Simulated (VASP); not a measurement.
A run of VASP 6.6.1:

The input INCAR:

```
SYSTEM = MgO
ALGO     = Normal         ! electronic algorithm
EDIFF    = 1E-6           ! SCF threshold, eV
ENCUT    = 520            ! plane-wave cutoff, eV
GGA      = PE             ! functional
ISIF     = 2              ! what is computed and relaxed
ISMEAR   = 0              ! smearing method
LASPH    = .TRUE.         ! aspherical terms in the spheres
LCHARG   = .FALSE.        ! write CHGCAR
LREAL    = .FALSE.        ! projectors in reciprocal space
LWAVE    = .FALSE.        ! write WAVECAR
NBANDS   = 11             ! bands
NELM     = 80             ! most SCF steps
PREC     = Accurate       ! precision mode
SIGMA    = 0.01           ! smearing width, eV
```

Contents of KPOINTS:

```
k-points
0
G
  6 6 6
  0 0 0
```

The input POSCAR:

```
MgO
1.0
    0.0000000000      2.1862541121      2.1862541121
    2.1862541121      0.0000000000      2.1862541121
    2.1862541121      2.1862541121      0.0000000000
Mg O
1 1
Direct
    0.0000000000      0.0000000000      0.0000000000
    0.5000000000      0.5000000000      0.5000000000
```

Potentials or basis: VASP PAW PBE potentials, release 64 (Mg, O).

Command:

```console
$ cat potpaw_PBE.64/Mg/POTCAR potpaw_PBE.64/O/POTCAR > POTCAR
$ mpirun -np 1 vasp_std > vasp.out
```

Hardware: 1 thread of Intel(R) Xeon(R) 6975P-C (Granite Rapids) (shared host).

Estimate the wall time of this run.

It took 2.1 s on 1 thread of Intel(R) Xeon(R) 6975P-C (Granite Rapids), on a shared host, peak memory 0.13 GiB. Counts: scf iterations 12, k points 16.
